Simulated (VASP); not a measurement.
## KF: single point with PBE

Crystal: KF.

```
K F
1.0
     0.00000    2.65441    2.65441
     2.65441    0.00000    2.65441
     2.65441    2.65441    0.00000
K F
1 1
Direct
  0.00000 0.00000 0.00000
  0.50000 0.50000 0.50000
```

```yaml
Program: VASP 6.6.1
Task: single point
Functional: PBE
Potentials_or_basis: VASP PAW PBE potentials, release 64 (K_sv, F)
Cutoff: 600 eV
k_mesh: 8 × 8 × 8
Occupations: methfessel-paxton, width 0.0027 eV
Spin: no spin polarisation
Dipole_correction: no
Further_INCAR_settings: ALGO = Normal; EDIFF = 1e-06; NBANDS = 15
```

The pressure is 2.1 GPa and the band gap on the k mesh is 6.27 eV.

Levels at points of the mesh, in eV from the valence-band top:
```tsv
k point	band 6	band 7	band 8	band 9	band 10	band 11
(0.00, 0.00, 0.00)	0.00	0.00	0.00	6.27	10.74	10.74
(0.50, 0.00, 0.00)	-0.81	-0.36	-0.36	9.15	10.76	12.17
(0.50, 0.50, 0.00)	-0.20	-0.05	-0.05	8.22	10.42	11.97
```

Run time: 37 s on 1 thread of Intel Xeon 8259CL (shared host), peak memory 0.15 GiB.

A k mesh can miss the band edges.
